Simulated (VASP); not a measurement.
Set up this calculation in VASP 6.6.1, as the native input.

```yaml
Task: single point
Functional: PBE
Potentials_or_basis: VASP PAW PBE potentials, release 64 (Cr_pv)
Cutoff: 500 eV
k_mesh: 20 × 20 × 20
Occupations: gaussian, width 0.05 eV
Spin: non-collinear spin, typed start, spin-orbit coupling
Starting_moments: "[[0.0, 0.0, 0.05]] μB"
Dipole_correction: no
Further_INCAR_settings: ALGO = Normal; EDIFF = 1e-06; NBANDS = 23
```

The structure of Cr lies in POSCAR:

```
Cr
1.0
    0.0000000000      1.8089187006      1.8089187006
    1.8089187006      0.0000000000      1.8089187006
    1.8089187006      1.8089187006      0.0000000000
Cr
1
Direct
    0.0000000000      0.0000000000      0.0000000000
```

This isn't the form of Cr at room conditions, which is bcc.

These files were run (other wordings do the same):

INCAR

```
PREC     = Accurate       # precision mode
ENCUT    = 500            # plane-wave cutoff, eV
EDIFF    = 1E-6           # SCF threshold, eV
ISMEAR   = 0              # smearing method
SIGMA    = 0.05           # smearing width, eV
LREAL    = False          # projectors in reciprocal space
LASPH    = True           # aspherical terms in the spheres
NELM     = 200            # most SCF steps
ALGO     = Normal         # electronic algorithm
ISIF     = 2              # what is computed and relaxed
LWAVE    = False          # write WAVECAR
LCHARG   = True           # write CHGCAR
LNONCOLLINEAR= True           # non-collinear magnetism
MAGMOM   = 0 0 0.05       # initial moments
LORBIT   = 11             # projections on sites
LSORBIT  = True           # spin-orbit coupling
GGA_COMPAT= False        
LORBMOM  = True         
LMAXMIX  = 4              # l up to which the mixer works
GGA      = PE             # functional
LVHAR    = True         
NBANDS   = 23             # bands
```

KPOINTS

```
Automatic mesh
0
Gamma
  20 20 20
```

Potentials or basis: VASP PAW PBE potentials, release 64 (Cr_pv).

Run with:

```console
$ cat potpaw_PBE.64/Cr_pv/POTCAR > POTCAR
$ mpirun -np 1 vasp_ncl > vasp.out
```

Results of the run:

| Item | Value |
| --- | --- |
| Pressure | 0.1 GPa |
| Net moment | 0.00 μB per cell |
| Valence electrons inside the program's atomic spheres | Cr 11.02 |

Run time: 15 min on 1 thread of Oxide Virtual Turin-like Processor, with other jobs on the host, peak memory 0.42 GiB.
